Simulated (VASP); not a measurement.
# AlNi in VASP: notebook

The runs below take AlNi through single point, with PBE.

Everything below comes from runs of VASP 6.6.1. Logs are shortened: lines on timing, memory, paths and dates and some standing lists are left out, and cuts for length are marked.

## Step 1: The cell of the first run

It takes space group Cmmm (No. 65, orthorhombic). Conventional cell: a = 4.071 Å, b = 4.112 Å, c = 2.893 Å, α = 90.00°, β = 90.00°, γ = 90.00°. Al (site symmetry mmm) has 8 Ni at 2.50 to 2.51 Å and 6 Al at 2.89 Å within 3.3 Å. Ni (site symmetry mmm) has 8 Al at 2.50 to 2.51 Å and 6 Ni at 2.89 Å within 3.3 Å.

## Step 2: Single point, PBE, non-collinear spin, typed start, spin-orbit coupling

The input, INCAR:

```
SYSTEM = AlNi
  ALGO = Fast
  EDIFF = 1E-7
  ENCUT = 520
  GGA = PE
  GGA_COMPAT = .False.
  ISIF = 2
  ISMEAR = 0
  LASPH = .True.
  LCHARG = .True.
  LMAXMIX = 4
  LORBIT = 11
  LORBMOM = .True.
  LREAL = .False.
  LSORBIT = .True.
  LVHAR = .True.
  LWAVE = .False.
  MAGMOM = 0 0 0 0 0 0.05
  NBANDS = 25
  NELM = 150
  PREC = Accurate
  SIGMA = 0.05
```

The input, KPOINTS:

```
k-points
0
Gamma
  12 12 12
  0 0 0
```

The input, POSCAR:

```
AlNi
1.0
    2.8933713769      0.0000000000      0.0144668569
    0.0000000000      2.8933713769      0.0000000000
    0.0144668569      0.0000000000      2.8933713769
Al Ni
1 1
Direct
    0.0000000000      0.0000000000      0.0000000000
    0.5000000000      0.5000000000      0.5000000000
```

Potentials or basis: VASP PAW PBE potentials, release 64 (Al, Ni).

Launch:

```bash
cat potpaw_PBE.64/Al/POTCAR potpaw_PBE.64/Ni/POTCAR > POTCAR
mpirun -np 1 vasp_ncl > vasp.out
```

OUTCAR:

```text
SYSTEM = AlNi
   EDIFF = 1E-7
   ENCUT = 520
   GGA = PE
   ISIF = 2
   ISMEAR = 0
   LASPH = .True.
   LORBIT = 11
   LREAL = .False.
   LSORBIT = .True.
   NELM = 150
   PREC = Accurate

 ion  position               nearest neighbor table
   1  0.000  0.000  0.000-   2 2.50   2 2.50   2 2.50   2 2.50   2 2.51   2 2.51   2 2.51   2 2.51

   2  0.500  0.500  0.500-   1 2.50   1 2.50   1 2.50   1 2.50   1 2.51   1 2.51   1 2.51   1 2.51

  LATTYP: Found a base centered orthorhombic cell.
 ALAT       =     4.0713858170
 B/A-ratio  =     1.0100502513
 C/A-ratio  =     0.7106600816

  Lattice vectors:

 A1 = (  -2.8933713769,   0.0000000000,  -0.0144668569)
 A2 = (   0.0144668569,   0.0000000000,   2.8933713769)
 A3 = (   0.0000000000,   2.8933713769,   0.0000000000)

Analysis of symmetry for initial positions (statically):
=====================================================================
 Subroutine PRICEL returns:
 Original cell was already a primitive cell.

 Routine SETGRP: Setting up the symmetry group for a
 base centered orthorhombic supercell.

 Subroutine GETGRP returns: Found  8 space group operations
 (whereof  8 operations were pure point group operations)
 out of a pool of  8 trial point group operations.

The static configuration has the point symmetry D_2h.

Analysis of symmetry for dynamics (positions and initial velocities):
=====================================================================
 Subroutine PRICEL returns:
 Original cell was already a primitive cell.

 Routine SETGRP: Setting up the symmetry group for a
 base centered orthorhombic supercell.

 Subroutine GETGRP returns: Found  8 space group operations
 (whereof  8 operations were pure point group operations)
 out of a pool of  8 trial point group operations.

The dynamic configuration has the point symmetry D_2h.

Analysis of structural, dynamic, and magnetic symmetry:
=====================================================================
 Subroutine PRICEL returns:
 Original cell was already a primitive cell.

 Routine SETGRP: Setting up the symmetry group for a
 base centered orthorhombic supercell.

 Subroutine GETGRP returns: Found  2 space group operations
 (whereof  2 operations were pure point group operations)
 out of a pool of  8 trial point group operations.

The overall configuration has the point symmetry S_2 .

 Subroutine INISYM returns: Found  2 space group operations
 (whereof  2 operations are pure point group operations),
 and found     1 'primitive' translations

----------------------------------------------------------------------------------------

                                     Primitive cell

  volume of cell :      24.2215

  direct lattice vectors                    reciprocal lattice vectors
     2.893371377  0.000000000  0.014466857     0.345626216  0.000000000 -0.001728131
     0.000000000  2.893371377  0.000000000     0.000000000  0.345617575  0.000000000
     0.014466857  0.000000000  2.893371377    -0.001728131  0.000000000  0.345626216

  length of vectors
     2.893407544  2.893371377  2.893407544     0.345630536  0.345617575  0.345630536

  position of ions in fractional coordinates (direct lattice)
     0.000000000  0.000000000  0.000000000
     0.500000000  0.500000000  0.500000000

  ion indices of the primitive-cell ions
   primitive index   ion index
                 1           1
                 2           2

----------------------------------------------------------------------------------------

 KPOINTS: k-points

Automatic generation of k-mesh.
 Grid dimensions read from file:
 generate k-points for:   12   12   12

 Generating k-lattice:

  Cartesian coordinates                     Fractional coordinates (reciprocal lattice)
     0.028802185  0.000000000 -0.000144011     0.083333333  0.000000000  0.000000000
     0.000000000  0.028801465  0.000000000     0.000000000  0.083333333  0.000000000
    -0.000144011  0.000000000  0.028802185     0.000000000  0.000000000  0.083333333

  Length of vectors
     0.028802545  0.028801465  0.028802545

[... 102 lines left out ...]
  ext. energy  EPLUGINS =         0.00000000
  ---------------------------------------------------
  free energy    TOTEN  =       -10.54333401 eV

  energy without entropy =      -10.54224234  energy(sigma->0) =      -10.54278817

 E-fermi :   9.8976     XC(G=0): -11.9867

 val. band max:        9.8939169375   @ k =  -0.0000  -0.1667  -0.3333
 cond. band min:       9.9004365174   @ k =   0.5000   0.3333  -0.4167
 fundamental gap:      0.0065195798
 Fermi energy:         9.8975696303

 k-point     1 :       0.0000    0.0000    0.0000
  band No.  band energies     occupation
      1      -1.1869      1.00000
      2      -1.1869      1.00000
      3       6.6858      1.00000
      4       6.6858      1.00000
      5       6.6866      1.00000
      6       6.6867      1.00000
[... 661 lines left out ...]
     24      23.9953      0.00000
     25      25.3383      0.00000

 [... further k-points ...]

------------------------ aborting loop because EDIFF is reached ----------------------------------------

  FORCE on cell =-STRESS in cart. coord.  units (eV):
  Direction    XX          YY          ZZ          XY          YZ          ZX
  --------------------------------------------------------------------------------------
  -------------------------------------------------------------------------------------
  Total        0.0078737      0.0070032      0.0078771      0.0000007      0.0000011     -0.1772695
  in kB        0.5208175      0.4632409      0.5210468      0.0000494      0.0000725    -11.7258086
  external PRESSURE =       0.5017018 kB  Pullay stress =       0.0000000 kB

 VOLUME and BASIS-vectors are now :
 -----------------------------------------------------------------------------
  energy-cutoff  :      520.00
  volume of cell :       24.22
      direct lattice vectors                 reciprocal lattice vectors
     2.893371377  0.000000000  0.014466857     0.345626216  0.000000000 -0.001728131
     0.000000000  2.893371377  0.000000000     0.000000000  0.345617575  0.000000000
     0.014466857  0.000000000  2.893371377    -0.001728131  0.000000000  0.345626216

 POSITION                                       TOTAL-FORCE (eV/Angst)
 -----------------------------------------------------------------------------------
      0.00000      0.00000      0.00000         0.000000      0.000000      0.000000
      1.45392      1.44669      1.45392        -0.000000      0.000000      0.000000
 -----------------------------------------------------------------------------------
    total drift:                                0.000000     -0.000000     -0.000000

  FREE ENERGIE OF THE ION-ELECTRON SYSTEM (eV)
  ---------------------------------------------------
  free  energy   TOTEN  =       -10.5433340051 eV

  energy  without entropy=      -10.5422423407  energy(sigma->0) =      -10.54278817

 orbital moment (x)

 # of ion     p       d       tot
 ----------------------------------------
  1        -0.000   0.000  -0.000
  2         0.000  -0.000  -0.000
 ----------------------------------------
            0.000  -0.000  -0.000

 orbital moment (y)

 # of ion     p       d       tot
 ----------------------------------------
  1         0.000   0.000   0.000
  2        -0.000   0.000   0.000
 ----------------------------------------
            0.000   0.000   0.000

 orbital moment (z)

 # of ion     p       d       tot
 ----------------------------------------
  1         0.000   0.000   0.000
  2         0.000  -0.000  -0.000
 ----------------------------------------
            0.000  -0.000  -0.000

 Spin-Orbit-Coupling matrix elements

 Ion:    1  E_soc:     -0.0001788
 l=   1
     0.0000000    -0.0000298    -0.0000298
    -0.0000298     0.0000000    -0.0000298
    -0.0000298    -0.0000298     0.0000000
 l=   2
     0.0000000     0.0000000     0.0000000     0.0000000     0.0000000
     0.0000000     0.0000000     0.0000000     0.0000000     0.0000000
     0.0000000     0.0000000     0.0000000     0.0000000     0.0000000
     0.0000000     0.0000000     0.0000000     0.0000000     0.0000000
     0.0000000     0.0000000     0.0000000     0.0000000     0.0000000
 l=   3
     0.0000000     0.0000000     0.0000000     0.0000000     0.0000000     0.0000000     0.0000000
     0.0000000     0.0000000     0.0000000     0.0000000     0.0000000     0.0000000     0.0000000
     0.0000000     0.0000000     0.0000000     0.0000000     0.0000000     0.0000000     0.0000000
     0.0000000     0.0000000     0.0000000     0.0000000     0.0000000     0.0000000     0.0000000
     0.0000000     0.0000000     0.0000000     0.0000000     0.0000000     0.0000000     0.0000000
     0.0000000     0.0000000     0.0000000     0.0000000     0.0000000     0.0000000     0.0000000
     0.0000000     0.0000000     0.0000000     0.0000000     0.0000000     0.0000000     0.0000000

 Ion:    2  E_soc:     -0.0138652
 l=   1
     0.0000000    -0.0003240    -0.0003240
    -0.0003240     0.0000000    -0.0003245
    -0.0003240    -0.0003245     0.0000000
 l=   2
     0.0000000    -0.0003153     0.0000000    -0.0003151    -0.0016714
    -0.0003153     0.0000000    -0.0012534    -0.0003151    -0.0004179
     0.0000000    -0.0012534     0.0000000    -0.0012538     0.0000000
    -0.0003151    -0.0003151    -0.0012538     0.0000000    -0.0004179
    -0.0016714    -0.0004179     0.0000000    -0.0004179     0.0000000
 l=   3
     0.0000000     0.0000000     0.0000000     0.0000000     0.0000000     0.0000000     0.0000000
     0.0000000     0.0000000     0.0000000     0.0000000     0.0000000     0.0000000     0.0000000
     0.0000000     0.0000000     0.0000000     0.0000000     0.0000000     0.0000000     0.0000000
     0.0000000     0.0000000     0.0000000     0.0000000     0.0000000     0.0000000     0.0000000
     0.0000000     0.0000000     0.0000000     0.0000000     0.0000000     0.0000000     0.0000000
     0.0000000     0.0000000     0.0000000     0.0000000     0.0000000     0.0000000     0.0000000
     0.0000000     0.0000000     0.0000000     0.0000000     0.0000000     0.0000000     0.0000000

 total charge

# of ion       s       p       d       tot
------------------------------------------
    1        0.383   0.408   0.000   0.791
    2        0.471   0.504   8.468   9.443
--------------------------------------------------
tot          0.855   0.912   8.468  10.235

 magnetization (x)

# of ion       s       p       d       tot
------------------------------------------
    1       -0.000  -0.000   0.000  -0.000
    2       -0.000   0.000  -0.000  -0.000
--------------------------------------------------
tot         -0.000  -0.000  -0.000  -0.000

 magnetization (y)

# of ion       s       p       d       tot
------------------------------------------
    1        0.000  -0.000   0.000   0.000
    2        0.000   0.000   0.000   0.000
--------------------------------------------------
tot          0.000   0.000   0.000   0.000

 magnetization (z)

# of ion       s       p       d       tot
------------------------------------------
    1        0.000  -0.000   0.000   0.000
    2       -0.000  -0.000  -0.000  -0.000
--------------------------------------------------
tot         -0.000  -0.000  -0.000  -0.000
```

It took 21 min on 1 thread of Oxide Virtual Turin-like, shared host; peak memory 0.75 GiB.

What came out:

```
Free energy                                           : -10.5433 eV
Pressure                                              : 0.1 GPa
Net moment                                            : 0.00 μB per cell
Valence electrons inside the program's atomic spheres : Al 0.79; Ni 9.44
```

Stress tensor (GPa, compression positive):
```
 0.05  0.00 -1.17
 0.00  0.05  0.00
-1.17  0.00  0.05
```

Moments on the atoms (μB; x, y, z):
```
Al  0.00 0.00 0.00
Ni  0.00 0.00 0.00
```

## Step 3: Single point, PBE, non-collinear spin, typed start, spin-orbit coupling

The input, INCAR:

```
  PREC = Accurate
  ENCUT = 520
  EDIFF = 1E-7
  ISMEAR = 0
  SIGMA = 0.05
  LREAL = F
  LASPH = T
  NELM = 150
  ALGO = Normal
  ISIF = 2
  LWAVE = F
  LCHARG = F
  MAGMOM = 0 0 0 0 0 0.8
  LORBIT = 11
  LSORBIT = T
  GGA_COMPAT = F
  LORBMOM = T
  LMAXMIX = 4
  GGA = PE
  NBANDS = 25
```

The input, KPOINTS:

```
Automatic mesh
0
Gamma
  18 18 18
```

The input, POSCAR:

```
AlNi
1.0
    2.8933713769      0.0000000000      0.0000000000
    0.0000000000      2.8933713769      0.0000000000
    0.0000000000      0.0000000000      2.8933713769
Al Ni
1 1
Direct
    0.0000000000      0.0000000000      0.0000000000
    0.5000000000      0.5000000000      0.5000000000
```

Potentials or basis: VASP PAW PBE potentials, release 64 (Al, Ni).

Launch:

```bash
cat potpaw_PBE.64/Al/POTCAR potpaw_PBE.64/Ni/POTCAR > POTCAR
mpirun -np 1 vasp_ncl > vasp.out
```

It took 22 min on 1 thread of Oxide Virtual Turin-like, shared host; peak memory 0.73 GiB.

It converged, with:

```yaml
Free_energy: -10.5467 eV
Pressure: 0.0 GPa
Net_moment: 0.00 μB per cell
Valence_electrons_inside_the_program's_atomic_spheres: Al 0.79; Ni 9.44
```

Moments on the atoms (μB; x, y, z):
```
Al  0.00 0.00 0.00
Ni  0.00 0.00 0.00
```
